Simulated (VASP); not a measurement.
Input of a VASP 6.6.1 run:

File POSCAR:

```
AgCl
1.0
    0.0000000000      2.8147472500      2.6899555000
    2.8147472500      0.0000000000      2.6899555000
    2.8147472500      2.8147472500      0.0000000000
Ag Cl
1 1
Direct
    0.5000000000      0.5000000000      0.5000000000
    0.0000000000      0.0000000000      0.0000000000
```

The input INCAR.step1:

```
SYSTEM = AgCl
PREC = Accurate
ENCUT = 520
ISMEAR = 0
SIGMA = 0.05
LREAL = .FALSE.
LASPH = .TRUE.
NELM = 60
NBANDS = 16
GGA = PE
ALGO = Normal
EDIFF = 1E-4
LWAVE = .TRUE.
LCHARG = .FALSE.
```

Contents of INCAR.step2:

```
SYSTEM = AgCl
PREC = Accurate
ENCUT = 520
EDIFF = 1E-6
ISMEAR = 0
SIGMA = 0.05
LREAL = .FALSE.
LASPH = .TRUE.
NELM = 60
ALGO = Normal
ISIF = 2
LWAVE = .FALSE.
LCHARG = .TRUE.
METAGGA = R2SCAN
LMIXTAU = .TRUE.
LELF = .TRUE.
LVHAR = .TRUE.
NBANDS = 16
ISTART = 1
```

Contents of KPOINTS:

```
Automatic mesh
0
G
  8 8 8
  0 0 0
```

Potentials or basis: VASP PAW PBE potentials, release 64 (Ag, Cl).

The run is started by

```bash
$ cat potpaw_PBE.64/Ag/POTCAR potpaw_PBE.64/Cl/POTCAR > POTCAR
$ cp INCAR.step1 INCAR
$ mpirun -np 1 vasp_std > vasp.out
$ cp INCAR.step2 INCAR
$ mpirun -np 1 vasp_std > vasp.out
```

**Question.** What does it give for the band gap on the k mesh?

**Answer.** 1.29 eV (least direct gap 3.71 eV).

**Question.** Estimate the pressure.

**Answer.** 0.1 GPa.

Stress tensor (GPa, compression positive):
```
-0.33  0.00  0.00
 0.00 -0.33  0.00
 0.00  0.00  1.02
```

Caveat: the cell differs from its parent crystal (strain +0.015 along x and y, -0.030 along z); the PAW data sets were made with another functional, which shifts forces and pressure a little. A k mesh can miss the band edges.
